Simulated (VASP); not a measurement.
Here is a VASP 6.6.1 calculation.

The input INCAR:

```
PREC = Accurate
ENCUT = 520
EDIFF = 1E-6
ISMEAR = 0
SIGMA = 0.1
LREAL = False
LASPH = True
NELM = 80
ALGO = Fast
ISIF = 2
LWAVE = False
LCHARG = False
GGA = PE
NBANDS = 28
```

KPOINTS

```
regular mesh
0
Gamma
  6 6 8
```

The input POSCAR:

```
Si2Ag
1.0
    4.0189913643     -4.1900301157      0.0000000000
    4.0189913643      4.1900301157      0.0000000000
    0.0000000000      0.0000000000      4.4116632210
Si Ag
4 2
Direct
    0.0053006992      0.2874781646      0.5000000000
    0.9946993008      0.7125218354      0.5000000000
    0.2874781646      0.0053006992      0.5000000000
    0.7125218354      0.9946993008      0.5000000000
    0.0000000000      0.5000000000      0.0000000000
    0.5000000000      0.0000000000      0.0000000000
```

Potentials or basis: VASP PAW PBE potentials, release 64 (Si, Ag).

Launch:

```bash
$ cat potpaw_PBE.64/Si/POTCAR potpaw_PBE.64/Ag/POTCAR > POTCAR
$ mpirun -np 1 vasp_std > vasp.out
```

Task: Estimate the band gap on the k mesh.

Result: Zero (bands 19 and 20 overlap by 1.59 eV).

Task: Predict the pressure.

Result: 0.0 GPa.

Stress tensor (GPa, compression positive):
```
-0.05  0.00  0.00
 0.00 -0.03  0.00
 0.00  0.00  0.07
```
